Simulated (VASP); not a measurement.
# SnTe (I-4m2) in VASP: notebook

Aim: see how the results for SnTe move with the level of theory and the settings. Levels: r2SCAN, HSE06. Tasks: single point.

Program: VASP 6.6.1. These are calculated values, not measurements. Logs are shortened: lines on timing, memory, paths and dates and some standing lists are left out, and cuts for length are marked.

## Step 1: The cell of the first run

It takes space group I-4m2 (No. 119, tetragonal). The conventional cell has a = 5.069 Å, b = 5.069 Å, c = 7.113 Å, α = 90.00°, β = 90.00°, γ = 90.00°. Within 4.1 Å of Sn (site symmetry -4m2) lie 4 Te at 3.10 Å. Within 4.1 Å of Te (site symmetry -4m2) lie 4 Sn at 3.10 Å.

## Step 2: Single point, r2SCAN (uniaxial z strain -0.8%)

The input, POSCAR:

```
SnTe
1.0
    0.0000000000      3.5839840060      3.5567457276
    3.5839840060      0.0000000000      3.5567457276
    3.5839840060      3.5839840060      0.0000000000
Sn Te
1 1
Direct
    0.0000000000      0.0000000000      0.0000000000
    0.2500000000      0.2500000000      0.2500000000
```

The input, INCAR.step1:

```
SYSTEM = SnTe
PREC = Accurate ; ENCUT = 520
ISMEAR = -1 ; SIGMA = 0.02
LREAL = .False. ; LASPH = .True.
NELM = 80 ; NBANDS = 17
GGA = PE ; ALGO = Normal
EDIFF = 1E-4 ; LWAVE = .True.
LCHARG = .False.
```

The input, INCAR.step2:

```
SYSTEM = SnTe
PREC = Accurate ; ENCUT = 520
EDIFF = 1E-7 ; ISMEAR = -1
SIGMA = 0.02 ; LREAL = .False.
LASPH = .True. ; NELM = 80
ALGO = Normal ; ISIF = 2
LWAVE = .False. ; LCHARG = .False.
METAGGA = R2SCAN ; LMIXTAU = .True.
NBANDS = 17 ; ISTART = 1
```

The input, KPOINTS:

```
Automatic mesh
0
Gamma
  6 6 6
  0 0 0
```

Potentials or basis: VASP PAW PBE potentials, release 64 (Sn_d, Te).

Launch:

```sh
$ cat potpaw_PBE.64/Sn_d/POTCAR potpaw_PBE.64/Te/POTCAR > POTCAR
$ cp INCAR.step1 INCAR
$ mpirun -np 1 vasp_std > vasp.out
$ cp INCAR.step2 INCAR
$ mpirun -np 1 vasp_std > vasp.out
```

OUTCAR:

```text
SYSTEM = SnTe
   PREC = Accurate
   ENCUT = 520
   EDIFF = 1E-7
   ISMEAR = -1
   LREAL = .False.
   LASPH = .True.
   NELM = 80
   ISIF = 2
   METAGGA = R2SCAN
   ISTART = 1

 ion  position               nearest neighbor table
   1  0.000  0.000  0.000-   2 3.10   2 3.10   2 3.10   2 3.10
   2  0.250  0.250  0.250-   1 3.10   1 3.10   1 3.10   1 3.10

  LATTYP: Found a body centered tetragonal cell.
 ALAT       =     5.0685187886
 C/A-ratio  =     1.4034655393

  Lattice vectors:

 A1 = (   0.0000000000,  -3.5839840060,  -3.5567457276)
 A2 = (   0.0000000000,   3.5839840060,  -3.5567457276)
 A3 = (   3.5839840060,   0.0000000000,   3.5567457276)

Analysis of symmetry for initial positions (statically):
=====================================================================
 Subroutine PRICEL returns:
 Original cell was already a primitive cell.

 Routine SETGRP: Setting up the symmetry group for a
 body centered tetragonal supercell.

 Subroutine GETGRP returns: Found  8 space group operations
 (whereof  8 operations were pure point group operations)
 out of a pool of 16 trial point group operations.

The static configuration has the point symmetry D_2d.

Analysis of symmetry for dynamics (positions and initial velocities):
=====================================================================
 Subroutine PRICEL returns:
 Original cell was already a primitive cell.

 Routine SETGRP: Setting up the symmetry group for a
 body centered tetragonal supercell.

 Subroutine GETGRP returns: Found  8 space group operations
 (whereof  8 operations were pure point group operations)
 out of a pool of 16 trial point group operations.

The dynamic configuration has the point symmetry D_2d.

 Subroutine INISYM returns: Found  8 space group operations
 (whereof  8 operations are pure point group operations),
 and found     1 'primitive' translations

----------------------------------------------------------------------------------------

                                     Primitive cell

  volume of cell :      91.3724

  direct lattice vectors                    reciprocal lattice vectors
     0.000000000  3.583984006  3.556745728    -0.139509551  0.139509551  0.140577944
     3.583984006  0.000000000  3.556745728     0.139509551 -0.139509551  0.140577944
     3.583984006  3.583984006  0.000000000     0.139509551  0.139509551 -0.140577944

  length of vectors
[... 80 lines left out ...]
   ENCUT  =  520.0 eV  38.22 Ry    6.18 a.u.   9.39  9.39  9.42*2*pi/ulx,y,z
   NELM   =     80;   NELMIN=  2; NELMDL=  0     # of ELM steps
   EDIFF  = 0.1E-06   stopping-criterion for ELM
   LREAL  =      F    real-space projection
   EDIFFG = 0.1E-05   stopping-criterion for IOM
   NSW    =      0    number of steps for IOM
   IBRION =     -1    ionic relax: 0-MD 1-quasi-New 2-CG
   NFREE  =      0    steps in history (QN), initial steepest desc. (CG)
   ISIF   =      2    stress and relaxation
   ISYM   =      2    0-nonsym 1-usesym 2-fastsym
   POTIM  = 0.5000    time-step for ionic-motion
   TEBEG  =    0.0;   TEEND  =   0.0 temperature during run
   PSTRESS=    0.0 pullay stress
   NELECT =      20.0000    total number of electrons
   NUPDOWN=      -1.0000    fix difference up-down
   EMIN   =  10.00;   EMAX   =-10.00  energy-range for DOS
   EFERMI =   0.00;   METHOD = LEGACY
   ISMEAR =    -1;   SIGMA  =   0.02  broadening in eV -4-tet -1-fermi 0-gaus
   EFERMI_NEDOS =   21; number of points for ismear=-14 and -15
   IALGO  =     38    algorithm
   IMIX   =      4    mixing-type and parameters
     AMIX     =   0.40;   BMIX     =  1.00
     AMIX_MAG =   1.60;   BMIX_MAG =  1.00
  volume/ion in A,a.u.               =      45.69       308.31
  Fermi-wavevector in a.u.,A,eV,Ry     =   0.986612  1.864427 13.243963  0.973404
  Thomas-Fermi vector in A             =   2.118006
   LORBIT       =      0    0 simple, 1 ext, 2 COOP (PROOUT), +10 PAW based schemes
   METAGGA = R2SCAN    functional components
   LHFCALC =     F    Hartree Fock is set to
   AEXX    =    0.0000 exact exchange contribution
   IVDW    =     0    specifies the selected vdW correction
   LEPSILON=     F    determine dielectric tensor
   LRPA    =     F    only Hartree local field effects (RPA)
 non-spin polarized calculation
  energy-cutoff  :      520.00
  volume of cell :       91.37
 maximum number of plane-waves:      2481
 NGX is ok and might be reduce to    40
   NGX = 19   NGY = 19   NGZ = 19

 number of electron      20.0000006 magnetization

 Free energy of the ion-electron system (eV)
  ---------------------------------------------------
  ext. energy  EPLUGINS =         0.00000000
  ---------------------------------------------------
  free energy    TOTEN  =       -50.06657153 eV

  energy without entropy =      -50.06654989  energy(sigma->0) =      -50.06656071

 E-fermi :   3.3581     XC(G=0):  -8.0801

 val. band max:        3.2242644960   @ k =  -0.3333   0.1667   0.5000
 cond. band min:       3.4644449851   @ k =   0.5000   0.5000   0.0000
 fundamental gap:      0.2401804891
 Fermi energy:         3.3581391182

 k-point     1 :       0.0000    0.0000    0.0000
  band No.  band energies     occupation
      1     -19.1935      2.00000
      2     -19.1935      2.00000
      3     -19.1930      2.00000
      4     -19.1784      2.00000
      5     -19.1778      2.00000
      6      -8.8696      2.00000
[... 457 lines left out ...]
      4     -19.1787      2.00000
      5     -19.1774      2.00000
      6      -8.0591      2.00000
[... 9 lines left out ...]
     16      11.1703      0.00000
     17      12.5358      0.00000

 [... further k-points ...]

------------------------ aborting loop because EDIFF is reached ----------------------------------------

  FORCE on cell =-STRESS in cart. coord.  units (eV):
  Direction    XX          YY          ZZ          XY          YZ          ZX
  --------------------------------------------------------------------------------------
  -------------------------------------------------------------------------------------
  Total        0.1220890      0.1220890      0.1167398      0.0000000      0.0000000      0.0000000
  in kB        2.1407806      2.1407806      2.0469851      0.0000000      0.0000000      0.0000000
  external PRESSURE =       2.1095154 kB  Pullay stress =       0.0000000 kB

 VOLUME and BASIS-vectors are now :
 -----------------------------------------------------------------------------
  energy-cutoff  :      520.00
  volume of cell :       91.37
      direct lattice vectors                 reciprocal lattice vectors
     0.000000000  3.583984006  3.556745728    -0.139509551  0.139509551  0.140577944
     3.583984006  0.000000000  3.556745728     0.139509551 -0.139509551  0.140577944
     3.583984006  3.583984006  0.000000000     0.139509551  0.139509551 -0.140577944

 POSITION                                       TOTAL-FORCE (eV/Angst)
 -----------------------------------------------------------------------------------
      0.00000      0.00000      0.00000         0.000000      0.000000      0.000000
      1.79199      1.79199      1.77837        -0.000000     -0.000000     -0.000000
 -----------------------------------------------------------------------------------
    total drift:                                0.000002      0.000002      0.000002

  FREE ENERGIE OF THE ION-ELECTRON SYSTEM (eV)
  ---------------------------------------------------
  free  energy   TOTEN  =       -50.0665715276 eV

  energy  without entropy=      -50.0665498889  energy(sigma->0) =      -50.06656071
```

Run time: 3.3 min. Hardware: 1 thread of AMD EPYC 7R13 (Zen 3), shared host; peak memory 0.25 GiB.

What came out:

```yaml
Free_energy: -50.0666 eV
Pressure: 0.2 GPa
Band_gap_on_the_k_mesh: 0.24 eV (least direct gap 0.85 eV)
```

Caveat: the cell differs from its parent crystal (uniaxial z strain -0.8%); the structure was generated, so it needn't be the stable form of SnTe; semilocal functionals underestimate gaps, and a narrow one can read as zero; the PAW data sets were made with another functional, which shifts forces and pressure a little; spin-orbit coupling is left out, which moves the levels of the heavy elements. A k mesh can miss the band edges.

## Step 3: Single point, HSE06 (uniaxial z strain -0.8%)

POSCAR is that of step 2.

The input, INCAR.step1:

```
SYSTEM = SnTe
  ALGO = Normal
  EDIFF = 1E-5
  ENCUT = 520
  GGA = PE
  ISIF = 2
  ISMEAR = -1
  LASPH = .TRUE.
  LCHARG = .FALSE.
  LREAL = .FALSE.
  LWAVE = .TRUE.
  NBANDS = 17
  NELM = 80
  PREC = Accurate
  SIGMA = 0.02
```

The input, INCAR.step2:

```
SYSTEM = SnTe
  ALGO = Normal
  EDIFF = 1E-6
  ENCUT = 520
  GGA = PE
  HFSCREEN = 0.2079
  ISIF = 2
  ISMEAR = -1
  ISTART = 1
  LASPH = .TRUE.
  LCHARG = .FALSE.
  LHFCALC = .TRUE.
  LREAL = .FALSE.
  LWAVE = .FALSE.
  NBANDS = 17
  NELM = 80
  PREC = Accurate
  PRECFOCK = Normal
  SIGMA = 0.02
```

The input, KPOINTS:

```
k-points
0
G
  4 4 4
  0 0 0
```

Potentials or basis: VASP PAW PBE potentials, release 64 (Sn_d, Te).

Launch:

```sh
$ cat potpaw_PBE.64/Sn_d/POTCAR potpaw_PBE.64/Te/POTCAR > POTCAR
$ cp INCAR.step1 INCAR
$ mpirun -np 1 vasp_std > vasp.out
$ cp INCAR.step2 INCAR
$ mpirun -np 1 vasp_std > vasp.out
```

It took 38 min on 1 thread of AMD EPYC 7R13 (Zen 3), shared host; peak memory 0.33 GiB.

Results (log left out):

```yaml
Free_energy: -8.4469 eV
Pressure: 0.0 GPa
Band_gap_on_the_k_mesh: 0.23 eV (least direct gap 1.10 eV)
```

Levels at points of the mesh, in eV from the valence-band top:
| k point | band 6 | band 7 | band 8 | band 9 | band 10 | band 11 | band 12 | band 13 | band 14 | band 15 |
| --- | --- | --- | --- | --- | --- | --- | --- | --- | --- | --- |
| (0.00, 0.00, 0.00) | -13.03 | -5.62 | -2.43 | -2.43 | -2.40 | 1.23 | 1.26 | 1.26 | 4.42 | 6.88 |
| (0.50, 0.00, 0.00) | -12.37 | -7.94 | -3.04 | -3.01 | -2.35 | 2.12 | 2.13 | 3.98 | 6.01 | 6.87 |
| (0.50, 0.50, 0.00) | -12.09 | -8.36 | -3.80 | -3.80 | -0.89 | 0.23 | 4.56 | 4.56 | 5.91 | 6.97 |
| (0.50, 0.00, 0.50) | -12.10 | -8.38 | -3.77 | -3.77 | -0.85 | 0.25 | 4.54 | 4.55 | 5.88 | 6.96 |

Caveat: the cell differs from its parent crystal (uniaxial z strain -0.8%); the structure was generated, so it needn't be the stable form of SnTe; the PAW data sets were made with another functional, which shifts forces and pressure a little; spin-orbit coupling is left out, which moves the levels of the heavy elements. A k mesh can miss the band edges.
